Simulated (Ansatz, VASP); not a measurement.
# One calculation of AlGaN2, two programs

```
CELL_PARAMETERS angstrom
3.02981 0.00000 0.00000
0.00000 3.02981 0.00000
0.00000 0.00000 4.26375
ATOMIC_POSITIONS crystal
Al 0.50000 0.50000 0.50000
Ga 0.00000 0.00000 0.00000
N 0.50000 0.00000 0.73975
N 0.00000 0.50000 0.26025
```

Alike in both runs: functional LDA; k mesh 8 × 8 × 6; occupations gaussian, width 0.05 eV; no spin polarisation.

Ansatz relaxed the structure, and its values are those at the end. VASP's run is a single point on that final structure, the one shown.

|  | VASP | Ansatz |
| --- | --- | --- |
| version | VASP 6.6.1 | Ansatz 0.2.0 |
| potentials or method | VASP PAW LDA potentials, release 64 (Al, Ga_d, N), cutoff 520 eV | scalar-relativistic, plane waves, PAW |
| valence electrons in the cell | 26 | 26 |

Ansatz gave:

```
gap on the k mesh at the Fermi level (eV) : 3.28
least direct gap on the mesh (eV)         : 3.59
pressure (GPa)                            : 20.4
rms of the force components (eV/Å)        : 0.000
```

What did VASP give for the same quantities?

gap on the k mesh at the Fermi level (eV): 3.27; least direct gap on the mesh (eV): 3.57; pressure (GPa): 21.7; rms of the force components (eV/Å): 0.014.

Ansatz warns that its potentials were made for another functional, while VASP's fit it. LDA's correlation is that of Perdew and Zunger in VASP and of Perdew and Wang (1992) in Ansatz. Ansatz's warnings: stress scf threshold loose.
